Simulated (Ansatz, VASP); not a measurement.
**Zr2H3 in VASP and in Ansatz**

```
CELL_PARAMETERS angstrom
3.31061 0.00000 0.00000
-1.65531 2.86707 0.00000
0.00000 0.00000 5.99885
ATOMIC_POSITIONS crystal
Zr 0.00000 0.00000 0.26192
Zr 0.00000 0.00000 0.73808
H 0.33333 0.66667 0.17147
H 0.33333 0.66667 0.82853
H 0.66667 0.33333 0.50000
```

Alike in both runs: functional PBE; k mesh 6 × 6 × 4; occupations gaussian, width 0.1 eV; no spin polarisation.

Ansatz relaxed the structure, and its values are those at the end. VASP's run is a single point on that final structure, the one shown.

```csv
,VASP,Ansatz
version,VASP 6.6.1,Ansatz 0.2.0
potentials or method,"VASP PAW PBE potentials, release 64 (Zr_sv, H), cutoff 520 eV","scalar-relativistic, plane waves, PAW"
valence electrons in the cell,27,27
```

```csv
,VASP,Ansatz,Ansatz less VASP
gap on the k mesh at the Fermi level (eV),none,none,-
pressure (GPa),-0.1,0.0,+0.03
```

A gap of «none» marks a metal or a gap that the smearing closes.

The k mesh is coarse, so the values compare programs but aren't converged.
